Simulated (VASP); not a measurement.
# Mg3ZnS4: relaxation of cell and atoms with PBEsol

Crystal: Mg3ZnS4.

```
Mg Zn S
1.0
     3.66084   -0.03429    0.02912
    -0.03429    3.71744   -0.01473
     0.08226   -0.04160   10.18710
Mg Zn S
3 1 4
Direct
  0.53530 0.52570 0.75614
  0.94850 0.99581 0.50744
  0.48432 0.53824 0.24542
  0.03564 0.98582 0.99889
  0.98838 0.95903 0.25101
  0.47983 0.51981 0.00117
  0.99265 0.01937 0.77033
  0.49937 0.47859 0.50141
```

```json
{"Program": "VASP 6.6.1", "Task": "relaxation of cell and atoms", "Functional": "PBEsol", "Potentials or basis": "VASP PAW PBE potentials, release 64 (Mg, Zn, S)", "Cutoff": "600 eV", "k mesh": "6 × 6 × 2", "Occupations": "fermi-dirac, width 0.05 eV", "Spin": "no spin polarisation", "Dipole correction": "no", "Further INCAR settings": "ALGO = Normal; EDIFF = 1e-06; IBRION = 2; EDIFFG = -0.01; NSW = 100; ISIF = 3"}
```

| Item | Value |
| --- | --- |
| Relaxed volume | 16.98 Å³/atom |
| Relaxed cell | a = 3.636 Å, b = 3.637 Å, c = 10.273 Å, α = 90.00°, β = 90.00°, γ = 90.01° |
| Space group after relaxing (to 0.1 Å) | P4/mmm (No. 123) |
| Energy gained by relaxing | 45.9 meV/atom |
| Ionic steps | 34 |
| Pressure after relaxing | 0.1 GPa |
| Largest force after relaxing | 0.009 eV/Å |
| Band gap on the k mesh | 1.00 eV (least direct gap 1.62 eV) |

Forces in eV/Å, atoms in the order of the input:
```
Mg   0.003 -0.001 -0.005
Mg   0.001  0.006  0.006
Mg  -0.006 -0.004  0.000
Zn  -0.004  0.000 -0.001
S    0.001 -0.003  0.001
S    0.000  0.003  0.001
S    0.004  0.001  0.005
S    0.002 -0.003 -0.007
```

Step by step:
```
step  energy change (eV)  largest force (eV/Å)  pressure (GPa)  volume (Å³)
   1              0.0000                1.1209            0.59       138.61
   2             -0.1796                0.6832           -1.03       139.88
   3             -0.2633                0.2824           -2.59       141.65
   4             -0.3202                0.2958            1.03       135.05
   5             -0.3240                0.2793            0.26       136.31
   6             -0.3425                0.1541            0.19       136.22
   7             -0.3490                0.1326            0.19       136.12
   8             -0.3542                0.0870           -0.22       136.68
   9             -0.3556                0.0825           -0.55       137.17
  10             -0.3591                0.0751           -0.24       136.56
  11             -0.3607                0.0762            0.21       135.78
  12             -0.3628                0.0604            0.16       135.83
  13             -0.3648                0.0382            0.06       135.94
  14             -0.3654                0.0336           -0.06       136.12
  15             -0.3656                0.0345           -0.16       136.28
  16             -0.3659                0.0273            0.01       136.02
  17             -0.3660                0.0267            0.08       135.92
  18             -0.3663                0.0218            0.04       135.95
  19             -0.3666                0.0186            0.00       136.03
  20             -0.3667                0.0162           -0.02       136.06
  21             -0.3667                0.0161           -0.03       136.08
  22             -0.3668                0.0166            0.06       135.96
  23             -0.3668                0.0160            0.05       135.95
  24             -0.3668                0.0157            0.02       135.97
  25             -0.3669                0.0129           -0.03       136.04
  26             -0.3669                0.0145           -0.05       136.07
  27             -0.3669                0.0152           -0.03       136.04
  28             -0.3670                0.0184            0.02       135.96
  29             -0.3670                0.0243            0.10       135.81
  30             -0.3671                0.0213            0.04       135.88
  31             -0.3671                0.0158            0.03       135.90
  32             -0.3672                0.0126           -0.02       135.97
  33             -0.3673                0.0109            0.01       135.92
  34             -0.3673                0.0086            0.05       135.84
```

Final structure:
```
Mg Zn S
1.0
     3.63584    0.00003   -0.00039
    -0.00070    3.63673    0.00022
     0.00193   -0.00139   10.27319
Mg Zn S
3 1 4
Direct
  0.49339 0.50274 0.75686
  0.99421 0.00210 0.50383
  0.49530 0.50372 0.25127
  0.00479 0.00262 0.00390
  0.99456 0.00354 0.24949
  0.49445 0.50247 0.00402
  0.99317 0.00266 0.75837
  0.49414 0.50253 0.50408
```

Levels at points of the mesh, in eV from the valence-band top:
```
           k point  band 19  band 20  band 21  band 22  band 23  band 24
(0.00, 0.00, 0.00)    -0.33    -0.31    -0.31     1.31     3.29     4.07
(0.50, 0.00, 0.00)    -0.87    -0.38     0.00     3.98     4.12     4.88
(0.00, 0.50, 0.00)    -0.87    -0.38     0.00     3.99     4.12     4.88
(0.50, 0.50, 0.00)    -2.12    -2.12    -2.06     1.00     2.53     4.19
(0.00, 0.00, 0.50)    -0.67    -0.62    -0.62     1.72     3.02     4.18
(0.50, 0.00, 0.50)    -0.97    -0.89     0.00     4.58     4.95     4.99
(0.00, 0.50, 0.50)    -0.97    -0.89     0.00     4.58     4.96     5.00
(0.50, 0.50, 0.50)    -2.58    -2.48    -2.42     1.77     3.23     3.56
```

Run time: 26 min on 1 thread of Intel(R) Xeon(R) 6975P-C (Granite Rapids), on a shared host, peak memory 0.39 GiB.

Caveat: the PAW data sets were made with another functional, which shifts forces and pressure a little. A k mesh can miss the band edges.
